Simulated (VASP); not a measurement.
The system is NaOs.

```
Na Os
1.0
     2.79605    0.00000    0.00000
    -1.39802    2.42145    0.00000
     0.00000    0.00000   16.02268
Na Os
3 3
Cartesian
  0.0000 1.6143 0.0548
  0.0000 0.0000 7.8742
  0.0000 1.6143 5.4509
  0.0000 0.0000 13.3686
  0.0000 1.6143 10.5391
  0.0000 0.0000 2.7691
```

```yaml
Program: VASP 6.6.1
Task: relaxation of cell and atoms
Functional: PBE
Potentials_or_basis: VASP PAW PBE potentials, release 64 (Na_pv, Os)
Cutoff: 600 eV
k_mesh: 7 × 7 × 1
Occupations: gaussian, width 0.2 eV
Spin: no spin polarisation
```

At the start: pressure -9.8 GPa; volume 18.08 Å³/atom.

Question: How do energy, volume and symmetry change on relaxing?

Answer: Over 30 steps the energy falls by 378.1 meV/atom and the volume is 17.72 Å³/atom (-2.0 %); space group P3m1 (No. 156, to 0.05 Å).

The path:
```csv
step,energy change (eV),largest force (eV/Å),pressure (GPa),volume (Å³)
1,0.0000,1.7805,-9.84,108.48
2,-0.3806,2.0395,14.58,91.93
3,-0.5763,2.0472,3.43,97.42
4,-1.2609,2.2873,5.97,95.81
5,2.9320,18.6904,52.60,90.83
6,-1.3360,2.2538,6.85,95.29
7,-1.4541,2.5299,18.88,93.08
8,-1.5813,1.5165,10.32,94.37
9,-1.6199,0.8470,14.18,93.69
10,-1.8209,2.1689,9.85,97.92
11,-1.8209,2.1497,9.90,97.88
12,-2.0587,0.6081,1.60,102.30
13,-2.0736,0.7518,-0.97,103.96
14,-2.1064,0.7058,-0.73,104.08
15,-2.1582,0.5594,0.19,104.42
16,-2.1599,0.5273,0.43,104.49
17,-2.1792,0.3540,0.48,104.91
18,-2.1866,0.5880,0.61,105.35
19,-2.2021,0.3586,-0.68,106.24
20,-2.2082,0.2652,-1.99,107.23
21,-2.2198,0.2280,-1.75,107.02
22,-2.2464,0.1796,-1.02,106.40
23,-2.2599,0.2886,0.62,105.16
24,-2.2617,0.2595,0.16,105.48
25,-2.2642,0.1253,0.31,105.54
26,-2.2644,0.1382,0.37,105.55
27,-2.2659,0.1070,-0.10,105.95
28,-2.2662,0.0983,-0.45,106.26
29,-2.2674,0.0810,-0.39,106.28
30,-2.2689,0.0680,-0.24,106.31
```

Final structure:
```yaml
crystal:
  lattice:
    - [2.77206, 0.00000, 0.00000]
    - [-1.38603, 2.40068, 0.00000]
    - [0.00000, 0.00000, 15.97532]
  atoms:
    - { symbol: Na, position: [0.33333, 0.66667, 0.99134] }
    - { symbol: Na, position: [0.00000, 0.00000, 0.52279] }
    - { symbol: Na, position: [0.33333, 0.66667, 0.31835] }
    - { symbol: Os, position: [0.00000, 0.00000, 0.81873] }
    - { symbol: Os, position: [0.33333, 0.66667, 0.69222] }
    - { symbol: Os, position: [0.00000, 0.00000, 0.15656] }
```

Caveat: the k points lie up to 0.39 Å⁻¹ apart in the final cell; the relaxation stopped at a loose force limit of 0.08 eV/Å, so its end isn't a converged minimum.
